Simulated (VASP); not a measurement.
# Ga8N7 (a cell with a defect) in VASP: further runs

Ga8N7 (a cell with a defect) is run at these levels: PBE; tasks: single point, relaxation of the atoms.

All numbers are computed with VASP 6.6.1; they aren't measurements. Logs are shortened: lines on timing, memory, paths and dates and some standing lists are left out, and cuts for length are marked.

### Step 1. The cell of the first run

The cell holds a defect, 15 atoms: a = 5.243 Å, b = 6.437 Å, c = 6.437 Å, α = 120.00°, β = 90.00°, γ = 90.00°.

### Step 2. Single point, PBE (atoms taken out, then relaxed in part)

Input file INCAR:

```
SYSTEM = Ga8N7
ALGO = Normal ; EDIFF = 1E-7
ENCUT = 520 ; GGA = PE
ISIF = 2 ; ISMEAR = 0
LASPH = .TRUE. ; LCHARG = .FALSE.
LREAL = Auto ; LWAVE = .FALSE.
NBANDS = 82 ; NELECT = 138.0
NELM = 100 ; PREC = Accurate
SIGMA = 0.01
```

Input file KPOINTS:

```
k-points
0
G
  1 1 1
  0 0 0
```

Input file POSCAR:

```
Ga8N7
1.0
    0.0000000000      0.0000000000      5.2431684095
    3.2183708159      5.5743817708      0.0000000000
   -6.4367416318      0.0000000000      0.0000000000
Ga N
8 7
Direct
    0.5047728408      0.1666666667      0.3333333333
    0.4959028204      0.1648099210      0.8324049605
    0.4959028204      0.6675950395      0.3351900790
    0.4959028204      0.6675950395      0.8324049605
    0.9996624084      0.3320178530      0.6640357060
    0.9996624084      0.3320178530      0.1679821470
    1.0016343940      0.8333333333      0.6666666667
    0.9996624084      0.8359642940      0.1679821470
    0.8738397506      0.1688982307      0.8344491153
    0.8738397506      0.6655508847      0.3311017693
    0.8738397506      0.6655508847      0.8344491153
    0.3782229185      0.3278753795      0.6557507590
    0.3782229185      0.3278753795      0.1721246205
    0.3748439348      0.8333333333      0.6666666667
    0.3782229185      0.8442492410      0.1721246205
```

Potentials or basis: VASP PAW PBE potentials, release 64 (Ga_d, N).

The run is started by

```console
cat potpaw_PBE.64/Ga_d/POTCAR potpaw_PBE.64/N/POTCAR > POTCAR
mpirun -np 1 vasp_gam > vasp.out
```

OUTCAR:

```text
SYSTEM = Ga8N7
   EDIFF = 1E-7
   ENCUT = 520
   GGA = PE
   ISIF = 2
   ISMEAR = 0
   LASPH = .TRUE.
   LREAL = Auto
   NELECT = 138.0
   NELM = 100
   PREC = Accurate

 ion  position               nearest neighbor table
   1  0.505  0.167  0.333-  13 1.92  12 1.92  15 1.92
   2  0.496  0.165  0.832-  14 1.95   9 1.98  13 1.99  12 1.99
   3  0.496  0.668  0.335-  14 1.95  10 1.98  15 1.99  13 1.99
   4  0.496  0.668  0.832-  14 1.95  11 1.98  15 1.99  12 1.99
   5  1.000  0.332  0.664-   9 1.97  11 1.97  12 1.99
   6  1.000  0.332  0.168-   9 1.97  10 1.97  13 1.99
   7  0.002  0.833  0.667-  14 1.96  11 1.99  10 1.99   9 1.99
   8  1.000  0.836  0.168-  10 1.97  11 1.97  15 1.99
   9  0.874  0.169  0.834-   5 1.97   6 1.97   2 1.98   7 1.99
  10  0.874  0.666  0.331-   8 1.97   6 1.97   3 1.98   7 1.99
  11  0.874  0.666  0.834-   8 1.97   5 1.97   4 1.98   7 1.99
  12  0.378  0.328  0.656-   1 1.92   5 1.99   2 1.99   4 1.99
  13  0.378  0.328  0.172-   1 1.92   6 1.99   2 1.99   3 1.99
  14  0.375  0.833  0.667-   4 1.95   3 1.95   2 1.95   7 1.96
  15  0.378  0.844  0.172-   1 1.92   8 1.99   4 1.99   3 1.99

  LATTYP: Found a hexagonal cell.
 ALAT       =     6.4367416319
 C/A-ratio  =     0.8145687227

  Lattice vectors:

 A1 = (   3.2183708159,   5.5743817708,   0.0000000000)
 A2 = (  -6.4367416318,   0.0000000000,   0.0000000000)
 A3 = (   0.0000000000,   0.0000000000,   5.2431684095)

Analysis of symmetry for initial positions (statically):
=====================================================================
 Subroutine PRICEL returns:
 Original cell was already a primitive cell.

 Routine SETGRP: Setting up the symmetry group for a
 hexagonal supercell.

 Subroutine GETGRP returns: Found  6 space group operations
 (whereof  2 operations were pure point group operations)
 out of a pool of 24 trial point group operations.

The static configuration has the point symmetry C_1h.
 The point group associated with its full space group is C_3v.

Analysis of symmetry for dynamics (positions and initial velocities):
=====================================================================
 Subroutine PRICEL returns:
 Original cell was already a primitive cell.

 Routine SETGRP: Setting up the symmetry group for a
 hexagonal supercell.

 Subroutine GETGRP returns: Found  6 space group operations
 (whereof  2 operations were pure point group operations)
 out of a pool of 24 trial point group operations.

The dynamic configuration has the point symmetry C_1h.
 The point group associated with its full space group is C_3v.

 Subroutine INISYM returns: Found  6 space group operations
 (whereof  2 operations are pure point group operations),
 and found     1 'primitive' translations

----------------------------------------------------------------------------------------

                                     Primitive cell

  volume of cell :     188.1294

  direct lattice vectors                    reciprocal lattice vectors
     0.000000000  0.000000000  5.243168409     0.000000000  0.000000000  0.190724372
     3.218370816  5.574381771  0.000000000     0.000000000  0.179392091  0.000000000
    -6.436741632  0.000000000  0.000000000    -0.155358108  0.089696045  0.000000000

  length of vectors
     5.243168409  6.436741632  6.436741632     0.190724372  0.179392091  0.179392091

  position of ions in fractional coordinates (direct lattice)
     0.504772841  0.166666667  0.333333333
     0.495902820  0.164809921  0.832404960
     0.495902820  0.667595040  0.335190079
     0.495902820  0.667595040  0.832404960
     0.999662408  0.332017853  0.664035706
     0.999662408  0.332017853  0.167982147
     0.001634394  0.833333333  0.666666667
     0.999662408  0.835964294  0.167982147
     0.873839751  0.168898231  0.834449115
     0.873839751  0.665550885  0.331101769
     0.873839751  0.665550885  0.834449115
     0.378222919  0.327875380  0.655750759
     0.378222919  0.327875380  0.172124620
     0.374843935  0.833333333  0.666666667
     0.378222919  0.844249241  0.172124621

  ion indices of the primitive-cell ions
   primitive index   ion index
                 1           1
                 2           2
                 3           3
                 4           4
                 5           5
                 6           6
                 7           7
                 8           8
                 9           9
                10          10
                11          11
                12          12
                13          13
                14          14
                15          15

----------------------------------------------------------------------------------------

 KPOINTS: k-points

Automatic generation of k-mesh.
 Grid dimensions read from file:
 generate k-points for:    1    1    1

 Generating k-lattice:

  Cartesian coordinates                     Fractional coordinates (reciprocal lattice)
     0.000000000  0.000000000  0.190724372     1.000000000  0.000000000  0.000000000
     0.000000000  0.179392091  0.000000000     0.000000000  1.000000000  0.000000000
    -0.155358108  0.089696045  0.000000000     0.000000000  0.000000000  1.000000000

  Length of vectors
     0.190724372  0.179392091  0.179392091

  Shift w.r.t. Gamma in fractional coordinates (k-lattice)
     0.000000000  0.000000000  0.000000000

 Subroutine IBZKPT returns following result:
 ===========================================

 Found      1 irreducible k-points:

 Following reciprocal coordinates:
            Coordinates               Weight
  0.000000  0.000000  0.000000      1.000000
   k-points           NKPTS =      1   k-points in BZ     NKDIM =      1   number of bands    NBANDS=     82
   number of dos      NEDOS =    301   number of ions     NIONS =     15
   total plane-waves  NPLWV =  92160
   dimension x,y,z NGX =    40 NGY =   48 NGZ =   48
   dimension x,y,z NGXF=    80 NGYF=   96 NGZF=   96
   ions per type =               8   7
   NGX,Y,Z   is equivalent  to a cutoff of  12.68, 12.40, 12.40 a.u.
   NGXF,Y,Z  is equivalent  to a cutoff of  25.37, 24.79, 24.79 a.u.
 SYSTEM =  Ga8N7
   PREC   = accura    normal or accurate (medium, high low for compatibility)
   ISTART =      0    job   : 0-new  1-cont  2-samecut
   ICHARG =      2    charge: 1-file 2-atom 10-const
   ISPIN  =      1    spin polarized calculation?
   LNONCOLLINEAR =      F non collinear calculations
   LSORBIT =      F    spin-orbit coupling
   LASPH  =      T    aspherical Exc in radial PAW
   ENCUT  =  520.0 eV  38.22 Ry    6.18 a.u.   9.75 11.97 11.97*2*pi/ulx,y,z
   NELM   =    100;   NELMIN=  2; NELMDL= -5     # of ELM steps
   EDIFF  = 0.1E-06   stopping-criterion for ELM
   LREAL  =      T    real-space projection
   EDIFFG = 0.1E-05   stopping-criterion for IOM
   NSW    =      0    number of steps for IOM
   IBRION =     -1    ionic relax: 0-MD 1-quasi-New 2-CG
   NFREE  =      0    steps in history (QN), initial steepest desc. (CG)
   ISIF   =      2    stress and relaxation
   ISYM   =      2    0-nonsym 1-usesym 2-fastsym
   POTIM  = 0.5000    time-step for ionic-motion
   TEBEG  =    0.0;   TEEND  =   0.0 temperature during run
   PSTRESS=    0.0 pullay stress
   NELECT =     138.0000    total number of electrons
   NUPDOWN=      -1.0000    fix difference up-down
   EMIN   =  10.00;   EMAX   =-10.00  energy-range for DOS
   EFERMI =   0.00;   METHOD = LEGACY
   ISMEAR =     0;   SIGMA  =   0.01  broadening in eV -4-tet -1-fermi 0-gaus
   EFERMI_NEDOS =   21; number of points for ismear=-14 and -15
   IALGO  =     38    algorithm
   IMIX   =      4    mixing-type and parameters
     AMIX     =   0.40;   BMIX     =  1.00
     AMIX_MAG =   1.60;   BMIX_MAG =  1.00
  volume/ion in A,a.u.               =      12.54        84.64
  Fermi-wavevector in a.u.,A,eV,Ry     =   1.476440  2.790066 29.658982  2.179874
  Thomas-Fermi vector in A             =   2.590966
   LORBIT       =      0    0 simple, 1 ext, 2 COOP (PROOUT), +10 PAW based schemes
   GGA     = PE    functional components
   LHFCALC =     F    Hartree Fock is set to
   AEXX    =    0.0000 exact exchange contribution
   IVDW    =     0    specifies the selected vdW correction
   LEPSILON=     F    determine dielectric tensor
   LRPA    =     F    only Hartree local field effects (RPA)
 non-spin polarized calculation
 Gauss-broadening in eV      SIGMA  =   0.01
  energy-cutoff  :      520.00
  volume of cell :      188.13
 maximum number of plane-waves:      2521
 NGX is ok and might be reduce to    40
   NGX = 19   NGY = 23   NGZ = 23

 number of electron     137.9999930 magnetization

 Free energy of the ion-electron system (eV)
  ---------------------------------------------------
  ext. energy  EPLUGINS =         0.00000000
  ---------------------------------------------------
  free energy    TOTEN  =       -91.49857232 eV

  energy without entropy =      -91.49857232  energy(sigma->0) =      -91.49857232

 E-fermi :   4.6830     XC(G=0): -11.2253

 val. band max:        4.5973442797   @ k =   0.0000   0.0000   0.0000
 cond. band min:       7.4291020821   @ k =   0.0000   0.0000   0.0000
 fundamental gap:      2.8317578025
 Fermi energy:         4.6829867821

 k-point     1 :       0.0000    0.0000    0.0000
  band No.  band energies     occupation
      1     -10.8177      2.00000
      2     -10.2255      2.00000
      3     -10.2255      2.00000
      4     -10.2205      2.00000
      5     -10.0843      2.00000
      6     -10.0843      2.00000
[... 73 lines left out ...]
     80      11.2127      0.00000
     81      11.2127      0.00000
 [bands above 81 left out]

------------------------ aborting loop because EDIFF is reached ----------------------------------------

  FORCE on cell =-STRESS in cart. coord.  units (eV):
  Direction    XX          YY          ZZ          XY          YZ          ZX
  --------------------------------------------------------------------------------------
  -------------------------------------------------------------------------------------
  Total       -8.4714086     -8.4714086    -23.2178882      0.0000000     -0.0000000      0.0000000
  in kB      -72.1455612    -72.1455612   -197.7318842      0.0000000     -0.0000000      0.0000000
  external PRESSURE =    -114.0076689 kB  Pullay stress =       0.0000000 kB

 VOLUME and BASIS-vectors are now :
 -----------------------------------------------------------------------------
  energy-cutoff  :      520.00
  volume of cell :      188.13
      direct lattice vectors                 reciprocal lattice vectors
     0.000000000  0.000000000  5.243168409     0.000000000  0.000000000  0.190724372
     3.218370816  5.574381771  0.000000000     0.000000000  0.179392091  0.000000000
    -6.436741632  0.000000000  0.000000000    -0.155358108  0.089696045  0.000000000

 POSITION                                       TOTAL-FORCE (eV/Angst)
 -----------------------------------------------------------------------------------
     -1.60919      0.92906      2.64661        -0.000000     -0.000000     -0.005438
     -4.82756      0.91871      2.60010        -0.000000     -0.006986     -0.006459
     -0.00896      3.72143      2.60010        -0.006050      0.003493     -0.006459
     -3.20941      3.72143      2.60010         0.006050      0.003493     -0.006459
     -3.20567      1.85079      5.24140         0.004728     -0.002730     -0.004959
     -0.01270      1.85079      5.24140        -0.004728     -0.002730     -0.004959
     -1.60919      4.64532      0.00857        -0.000000     -0.000000     -0.003252
      1.60919      4.65998      5.24140        -0.000000      0.005459     -0.004959
     -4.82756      0.94150      4.58169        -0.000000     -0.001557      0.000035
      0.01077      3.71003      4.58169        -0.001348      0.000778      0.000035
     -3.22914      3.71003      4.58169         0.001348      0.000778      0.000035
     -3.16567      1.82770      1.98309         0.004169     -0.002407      0.012295
     -0.05270      1.82770      1.98309        -0.004169     -0.002407      0.012295
     -1.60919      4.64532      1.96537        -0.000000     -0.000000      0.005955
      1.60919      4.70617      1.98309         0.000000      0.004814      0.012295
 -----------------------------------------------------------------------------------
    total drift:                                0.000026     -0.000002     -0.017936

  FREE ENERGIE OF THE ION-ELECTRON SYSTEM (eV)
  ---------------------------------------------------
  free  energy   TOTEN  =       -91.4985723154 eV

  energy  without entropy=      -91.4985723154  energy(sigma->0) =      -91.49857232
```

It took 2.1 min on 1 thread of Intel Xeon 8259CL, shared host; peak memory 0.28 GiB.

Results:

```yaml
Free_energy: -91.4986 eV
Largest_force: 0.013 eV/Å
```

Forces on the atoms (eV/Å):
```
Ga   0.000  0.000 -0.005
Ga   0.000 -0.007 -0.006
Ga  -0.006  0.003 -0.006
Ga   0.006  0.003 -0.006
Ga   0.005 -0.003 -0.005
Ga  -0.005 -0.003 -0.005
Ga   0.000  0.000 -0.003
Ga   0.000  0.005 -0.005
N    0.000 -0.002  0.000
N   -0.001  0.001  0.000
N    0.001  0.001  0.000
N    0.004 -0.002  0.012
N   -0.004 -0.002  0.012
N    0.000  0.000  0.006
N    0.000  0.005  0.012
```

Caveat: the k points lie up to 1.20 Å⁻¹ apart; the cell carries a net charge on a neutralising background, which shifts energy and pressure; the cell differs from its parent crystal (atoms taken out, then relaxed in part); the cell is charged against a uniform background, so pressure and absolute levels hang on convention.

### Step 3. Single point, PBE, collinear spin (atoms taken out, then relaxed in part)

Input file INCAR:

```
ALGO = Normal ; EDIFF = 1E-7
ENCUT = 520 ; GGA = PE
ISIF = 2 ; ISMEAR = 0
ISPIN = 2 ; LASPH = T
LCHARG = F ; LORBIT = 11
LREAL = Auto ; LWAVE = F
MAGMOM = 0.25 0 0 0 0.25 0.25 0 0.25 0 0 0 0 0 0 0 ; NBANDS = 86
NELM = 150 ; PREC = Accurate
SIGMA = 0.01
```

Input file KPOINTS:

```
k-points
0
Gamma
  1 1 1
```

Input file POSCAR:

```
Ga8N7
1.0
    0.0000000000      0.0000000000      5.2431684095
    3.2183708159      5.5743817708      0.0000000000
   -6.4367416318      0.0000000000      0.0000000000
Ga N
8 7
Direct
    0.5186865348      0.1666666667      0.3333333333
    0.4900468379      0.1649134100      0.8324567050
    0.4900468379      0.6675432950      0.3350865900
    0.4900468379      0.6675432950      0.8324567050
    1.0082200635      0.3366474413      0.6732948826
    1.0082200635      0.3366474413      0.1633525587
    0.9910269949      0.8333333333      0.6666666667
    1.0082200635      0.8267051174      0.1633525587
    0.8679006732      0.1693500298      0.8346750149
    0.8679006732      0.6653249851      0.3306499702
    0.8679006732      0.6653249851      0.8346750149
    0.3846441345      0.3270303802      0.6540607604
    0.3846441345      0.3270303802      0.1729696198
    0.3619862063      0.8333333333      0.6666666667
    0.3846441345      0.8459392396      0.1729696198
```

Potentials or basis: VASP PAW PBE potentials, release 64 (Ga_d, N).

The run is started by

```console
cat potpaw_PBE.64/Ga_d/POTCAR potpaw_PBE.64/N/POTCAR > POTCAR
mpirun -np 1 vasp_gam > vasp.out
```

Run time: 4.4 min. Hardware: 1 thread of Intel Xeon 8259CL, shared host; peak memory 0.34 GiB.

The run converged. Its results:

```
Free energy                                           : -84.2741 eV
Pressure                                              : 1.4 GPa
Largest force                                         : 0.008 eV/Å
Net moment                                            : 1.00 μB per cell
Site moments                                          : Ga +0.09, +0.03, +0.04 (each value once); N +0.01, +0.05, +0.06 (each value once) μB
Valence electrons inside the program's atomic spheres : Ga 11.79, 11.77, 11.69 (each value once); N 3.71, 3.74, 3.76 (each value once)
```

Forces in eV/Å, atoms in the order of the input:
```
Ga   0.000  0.000 -0.004
Ga   0.000 -0.002 -0.006
Ga  -0.002  0.001 -0.006
Ga   0.002  0.001 -0.006
Ga   0.007 -0.004  0.002
Ga  -0.007 -0.004  0.002
Ga   0.000  0.000  0.004
Ga   0.000  0.008  0.002
N    0.000 -0.002 -0.003
N   -0.002  0.001 -0.003
N    0.002  0.001 -0.003
N   -0.003  0.002  0.007
N    0.003  0.002  0.007
N    0.000  0.000 -0.001
N    0.000 -0.003  0.007
```

Stress tensor (GPa, compression positive):
```
 5.10  0.00  0.00
 0.00  5.10  0.00
 0.00  0.00 -5.97
```

Levels at points of the mesh, in eV from the Fermi level:
Spin up:
| k point | band 67 | band 68 | band 69 | band 70 | band 71 | band 72 | band 73 | band 74 |
| --- | --- | --- | --- | --- | --- | --- | --- | --- |
| (0.00, 0.00, 0.00) | -3.28 | -2.54 | -2.54 | -0.10 | 0.85 | 1.52 | 1.52 | 1.83 |
Spin down:
```tsv
k point	band 65	band 66	band 67	band 68	band 69	band 70	band 71	band 72	band 73	band 74
(0.00, 0.00, 0.00)	-3.32	-3.31	-3.19	-2.48	-2.48	0.30	0.95	1.59	1.59	2.04
```

Caveat: the k points lie up to 1.20 Å⁻¹ apart; the cell differs from its parent crystal (atoms taken out, then relaxed in part).

### Step 4. Single point, PBE, collinear spin (atoms taken out, then relaxed in part)

Input file INCAR:

```
SYSTEM = Ga8N7
ALGO = Normal ; EDIFF = 1E-6
ENCUT = 520 ; GGA = PE
ISIF = 2 ; ISMEAR = 0
ISPIN = 2 ; LASPH = .True.
LCHARG = .True. ; LELF = .True.
LORBIT = 11 ; LREAL = Auto
LVHAR = .True. ; LWAVE = .False.
MAGMOM = 0.75 0 0 0 0.75 0.75 0 0.75 0 0 0 0 0 0 0 ; NBANDS = 86
NELM = 150 ; PREC = Accurate
SIGMA = 0.01
```

Input file KPOINTS:

```
k-points
0
Gamma
  1 1 1
  0 0 0
```

POSCAR is that of step 3.

The run is started by

```console
cat potpaw_PBE.64/Ga_d/POTCAR potpaw_PBE.64/N/POTCAR > POTCAR
mpirun -np 1 vasp_gam > vasp.out
```

It took 3.8 min on 1 thread of Intel Xeon 8259CL, shared host; peak memory 0.34 GiB.

It converged, with:

```yaml
Free_energy: -84.2741 eV
Pressure: 1.4 GPa
Largest_force: 0.008 eV/Å
Net_moment: 1.00 μB per cell
Site_moments: Ga +0.09, +0.03, +0.04 (each value once); N +0.01, +0.05, +0.06 (each value once) μB
Valence_electrons_inside_the_program's_atomic_spheres: Ga 11.79, 11.77, 11.69 (each value once); N 3.71, 3.74, 3.76 (each value once)
```

Forces on the atoms (eV/Å):
```
Ga   0.000  0.000 -0.005
Ga   0.000 -0.002 -0.006
Ga  -0.002  0.001 -0.006
Ga   0.002  0.001 -0.006
Ga   0.007 -0.004  0.002
Ga  -0.007 -0.004  0.002
Ga   0.000  0.000  0.004
Ga   0.000  0.008  0.002
N    0.000 -0.002 -0.003
N   -0.002  0.001 -0.003
N    0.002  0.001 -0.003
N   -0.003  0.002  0.007
N    0.003  0.002  0.007
N    0.000  0.000 -0.001
N    0.000 -0.004  0.007
```

Stress tensor (GPa, compression positive):
```
 5.12  0.00  0.00
 0.00  5.12  0.00
 0.00  0.00 -5.96
```

Levels at points of the mesh, in eV from the Fermi level:
Spin up:
| k point | band 67 | band 68 | band 69 | band 70 | band 71 | band 72 | band 73 | band 74 |
| --- | --- | --- | --- | --- | --- | --- | --- | --- |
| (0.00, 0.00, 0.00) | -3.27 | -2.53 | -2.53 | -0.09 | 0.86 | 1.53 | 1.53 | 1.84 |
Spin down:
| k point | band 67 | band 68 | band 69 | band 70 | band 71 | band 72 |
| --- | --- | --- | --- | --- | --- | --- |
| (0.00, 0.00, 0.00) | -3.18 | -2.47 | -2.47 | 0.32 | 0.96 | 1.60 |

Caveat: the k points lie up to 1.20 Å⁻¹ apart; the cell differs from its parent crystal (atoms taken out, then relaxed in part).

(Continued in part 2 of 2.)
